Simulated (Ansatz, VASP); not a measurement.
## One calculation of Fe, two programs

The input INCAR:

```
PREC = Accurate
ENCUT = 600
EDIFF = 1E-6
ISMEAR = -1
SIGMA = 0.08
LREAL = False
LASPH = True
NELM = 120
ALGO = Normal
ISIF = 2
LWAVE = False
LCHARG = False
GGA = PE
NBANDS = 15
GGA_COMPAT = False
```

KPOINTS

```
Automatic mesh
0
Gamma
  17 17 10
```

The input POSCAR:

```
Fe
1.0
    2.4341575853      0.0000000000      0.0000000000
   -1.2170787927      2.1080423057      0.0000000000
    0.0000000000      0.0000000000      3.7650957806
Fe
2
Direct
    0.3333333333      0.6666666667      0.2500000000
    0.6666666667      0.3333333333      0.7500000000
```

Input for Ansatz:

```yaml
crystal:
  lattice:
    - [2.4341575853, 0.0, 0.0]
    - [-1.2170787927, 2.1080423057, 0.0]
    - [0.0, 0.0, 3.7650957806]
  atoms:
    - { symbol: Fe, position: [0.3333333333, 0.6666666667, 0.25] }
    - { symbol: Fe, position: [0.6666666667, 0.3333333333, 0.75] }
kpoints:
  mp_grid: { grid: [17, 17, 10] }
  band_path:
    path:
      - [0.0, 0.0, 0.0]
      - [0.5, 0.0, 0.0]
      - [0.3333333333, 0.3333333333, 0.0]
      - [0.0, 0.0, 0.0]
      - [0.0, 0.0, 0.5]
      - [0.5, 0.0, 0.5]
      - [0.3333333333, 0.3333333333, 0.5]
      - [0.0, 0.0, 0.5]
      - [0.5, 0.0, 0.5]
    npoints: 5
scf:
  occupations: { method: fermi_dirac, width: 0.08 }
hamiltonian:
  xc: pbe
  pseudopotentials: { kind: all_electron, lapw: { basis_error: 0.00025 } }
output:
  forces: true
  stress: true
  eigenvalues: true
```

Change from the starting cell: zz strain of -2 %.

Alike in both runs: task single point; functional PBE; k mesh 17 × 17 × 10; occupations fermi-dirac, width 0.08 eV; no spin polarisation.

|  | VASP | Ansatz |
| --- | --- | --- |
| version | VASP 6.6.1 | Ansatz 0.2.0 |
| potentials or method | VASP PAW PBE potentials, release 64 (Fe), cutoff 600 eV | all-electron LAPW, scalar-relativistic |

Ansatz gave:

| Property | Result |
| --- | --- |
| pressure (GPa) | 18.3 |
| traceless stress, the component that is largest in VASP (GPa) | 8.18 |

Question: What did VASP give for the same quantities?

Answer: Pressure (GPa): 17.5; traceless stress, the component that is largest in VASP (GPa): 7.85.

Ansatz ran all-electron here, and VASP with PAW potentials.
